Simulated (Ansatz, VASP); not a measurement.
**MnS in VASP and in Ansatz**

```
CELL_PARAMETERS angstrom
0.00000 2.76555 -2.76555
0.00000 2.76555 2.76555
5.37728 0.00000 0.00000
ATOMIC_POSITIONS crystal
Mn 0.00000 0.00000 0.00000
Mn 0.50000 0.50000 0.50000
S 0.00000 0.50000 0.25000
S 0.50000 0.00000 0.75000
```

Alike in both runs: functional PBE; k mesh 6 × 6 × 4; occupations gaussian, width 0.05 eV; collinear spin.

Ansatz relaxed the structure, and its values are those at the end. VASP's run is a single point on that final structure, the one shown.

|  | VASP | Ansatz |
| --- | --- | --- |
| version | VASP 6.6.1 | Ansatz 0.2.0 |
| potentials or method | VASP PAW PBE potentials, release 64 (Mn_pv, S), cutoff 500 eV | scalar-relativistic, plane waves, PAW |
| valence electrons in the cell | 38 | 42 |

```csv
,VASP,Ansatz,Ansatz less VASP
gap on the k mesh at the Fermi level (eV),1.13,1.13,+0.001
least direct gap on the mesh (eV),1.57,1.57,+0.003
pressure (GPa),0.0,0.0,-0.04
net moment per atom (μB),0.00,0.00,0.000
size of the moment on the site where the two differ most (μB),4.02,3.84,-0.178
```

Site moments also hang on the region over which each program counts them. VASP's potentials hold 38 valence electrons a cell and Ansatz's 42, so a difference there can come from the potentials and not from the codes.
